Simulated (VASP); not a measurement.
Li7Be8H24 (a cell with a defect): single point with PBEsol

Li7Be8H24 (a cell with a defect):

```
Li Be H
1.0
     0.00000    6.29930    4.41040
     4.53610    0.00000    4.41040
     4.53610    6.29930    0.00000
Li Be H
7 8 24
Direct
  0.42358 0.09544 0.33030
  0.67442 0.37986 0.62510
  0.88116 0.11685 0.86675
  0.11886 0.42227 0.05954
  0.91294 0.57445 0.89620
  0.14321 0.87516 0.16646
  0.60262 0.95561 0.64433
  0.24989 0.23229 0.73779
  0.71566 0.22151 0.27398
  0.04910 0.98160 0.48845
  0.51448 0.05302 0.95302
  0.74384 0.66971 0.25686
  0.29061 0.75603 0.72923
  0.42673 0.59349 0.99016
  0.97708 0.50231 0.55796
  0.31176 0.98606 0.65469
  0.04894 0.72498 0.95595
  0.25637 0.01021 0.22100
  0.50584 0.30495 0.93713
  0.20085 0.44685 0.78774
  0.47726 0.69238 0.48599
  0.20980 0.58870 0.22438
  0.01806 0.25919 0.49406
  0.82135 0.65432 0.39528
  0.57537 0.32443 0.18082
  0.84510 0.15884 0.39318
  0.66721 0.93604 0.06704
  0.69326 0.50985 0.22045
  0.50692 0.21220 0.50659
  0.73734 0.46004 0.76092
  0.00801 0.73811 0.52350
  0.74093 0.98546 0.27705
  0.97698 0.19418 0.02048
  0.75831 0.99677 0.67138
  0.49761 0.74879 0.02434
  0.37691 0.11017 0.87806
  0.09153 0.86197 0.66935
  0.44733 0.64667 0.78262
  0.09758 0.33690 0.67329
```

```yaml
Program: VASP 6.6.1
Task: single point
Functional: PBEsol
Potentials_or_basis: VASP PAW PBE potentials, release 64 (Li_sv, Be, H)
Cutoff: 520 eV
k_mesh: 2 × 2 × 2
Occupations: fermi-dirac, width 0.05 eV
Spin: no spin polarisation
Dipole_correction: no
Further_INCAR_settings: LREAL = Auto; ALGO = Normal; EDIFF = 1e-07; NBANDS = 56
```

```yaml
Largest_force: 2.499 eV/Å
```

Forces in eV/Å, atoms in the order of the input:
```
Li  -0.139  0.152 -0.298
Li  -0.445 -0.505  0.118
Li   0.044  0.212  0.215
Li  -0.198  1.164 -0.547
Li  -0.091 -0.858  0.050
Li   0.913 -0.875  0.016
Li  -1.175 -0.947 -0.805
Be   0.311  0.665 -0.173
Be  -0.429 -0.118  1.127
Be   0.982 -0.618 -0.539
Be  -0.435  1.685 -0.589
Be   2.332 -0.315  0.840
Be  -0.462 -1.517 -0.650
Be  -1.264  1.617 -0.198
Be  -1.087 -0.435 -0.149
H    1.008  0.201  0.619
H    0.832  0.292 -0.450
H    0.510  0.525  0.143
H    0.216  0.031 -0.757
H    0.168  0.372  0.852
H   -0.119 -0.111  0.226
H   -0.769 -0.055 -0.666
H   -0.157  0.057 -0.026
H   -0.867  0.240 -0.312
H   -0.142 -0.453  0.519
H   -0.500 -0.101  0.414
H   -0.157 -0.277 -0.678
H   -0.433  0.211  0.340
H    1.174 -0.079 -0.266
H    0.393  0.596  0.758
H   -0.228 -0.251 -0.113
H   -0.383  0.163 -0.757
H   -0.307  0.200  0.351
H    1.572  1.755  0.756
H   -0.356 -0.416  0.396
H   -0.197 -1.234 -0.407
H   -0.164 -0.480  0.326
H    0.069  0.730  0.245
H   -0.020 -1.222  0.070
```

Levels at points of the mesh, in eV from the Fermi level:
```
           k point  band 28  band 29  band 30  band 31  band 32  band 33  band 34  band 35
(0.00, 0.00, 0.00)    -1.37    -0.47    -0.07     0.31     1.82     2.24     2.66     2.74
(0.50, 0.00, 0.00)    -1.80    -1.41    -0.77    -0.54     2.48     2.54     3.05     3.36
(0.00, 0.50, 0.00)    -1.83    -1.50    -0.80    -0.10     2.23     2.60     2.91     3.00
(0.50, 0.50, 0.50)    -2.02    -1.35    -0.76     0.04     2.24     2.80     2.95     3.15
(0.00, 0.00, 0.50)    -1.69    -1.33    -1.14    -0.48     2.40     2.48     2.98     3.13
(0.50, 0.50, 0.00)    -2.39    -1.91    -1.61    -1.06     2.33     2.57     2.77     2.85
(0.50, 0.00, 0.50)    -0.33    -0.10     0.11     0.54     2.25     2.28     2.88     3.07
(0.00, 0.50, 0.50)    -2.29    -2.11    -1.31    -1.04     2.17     2.32     2.43     2.52
```

It took 12 min on 1 thread of Intel Xeon 8259CL (shared host), peak memory 0.44 GiB.

Caveat: the k points lie up to 0.56 Å⁻¹ apart; the PAW data sets were made with another functional, which shifts forces and pressure a little.
